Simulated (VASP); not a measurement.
Crystal: BeTe3.

```xyz
8
Lattice="5.8000 0.0000 0.0000 0.0000 5.8000 0.0000 0.0000 0.0000 6.2800" Properties=species:S:1:pos:R:3 pbc="T T T"
Be    0.0000    0.0000    0.0000
Be    2.9000    2.9000    0.0000
Te    4.2340    4.4660    4.9800
Te    1.5660    1.3340    4.9800
Te    4.4660    1.5660    1.3000
Te    1.3340    4.2340    1.3000
Te    2.9000    0.0000    2.9830
Te    0.0000    2.9000    3.2970
```

* Program: VASP 6.6.1
* Task: relaxation of cell and atoms
* Functional: PBE
* Potentials or basis: VASP PAW PBE potentials, release 64 (Be, Te)
* Cutoff: 600 eV
* k mesh: 3 × 3 × 3
* Occupations: gaussian, width 0.2 eV
* Spin: no spin polarisation

At the start: pressure 14.7 GPa; volume 26.41 Å³/atom.

Task: How do energy, volume and symmetry change on relaxing?

Result: Over 19 steps the energy falls by 683.7 meV/atom and the volume is 33.37 Å³/atom (+26.4 %); space group P-42_1m (No. 113, to 0.1 Å) before and after.

The path:
```tsv
step	energy change (eV)	largest force (eV/Å)	pressure (GPa)	volume (Å³)
1	0.0000	3.1970	14.70	211.26
2	-3.1999	1.3456	-4.33	293.52
3	-3.4353	1.3616	-2.10	271.64
4	-4.1712	1.5254	-1.71	262.49
5	-4.6240	1.0898	3.71	233.14
6	-4.8714	1.1200	0.66	245.08
7	-4.8745	1.0727	0.96	243.67
8	-5.1055	0.7636	0.60	248.80
9	-5.1837	0.4258	0.57	253.15
10	-5.2990	0.4595	-0.30	260.92
11	-5.3404	0.4984	-1.14	269.22
12	-5.3984	0.1828	-0.31	265.85
13	-5.4043	0.1969	0.09	264.34
14	-5.4275	0.1190	0.11	264.16
15	-5.4590	0.1161	0.28	263.52
16	-5.4673	0.1384	-0.15	267.09
17	-5.4673	0.1419	-0.19	267.38
18	-5.4695	0.0838	0.12	266.83
19	-5.4700	0.0480	0.02	267.00
```

Final structure:
```
CELL_PARAMETERS angstrom
5.71252 0.00000 0.00000
0.00000 5.71252 0.00000
0.00000 0.00000 8.18179
ATOMIC_POSITIONS crystal
Be 0.00000 0.00000 0.00000
Be 0.50000 0.50000 0.00000
Te 0.72694 0.77306 0.83072
Te 0.27306 0.22694 0.83072
Te 0.77306 0.27306 0.16928
Te 0.22694 0.72694 0.16928
Te 0.50000 0.00000 0.37714
Te 0.00000 0.50000 0.62286
```

Caveat: the volume moved by over 15 % at a fixed basis, so the end points are rough; the relaxation stopped at a loose force limit of 0.08 eV/Å, so its end isn't a converged minimum.
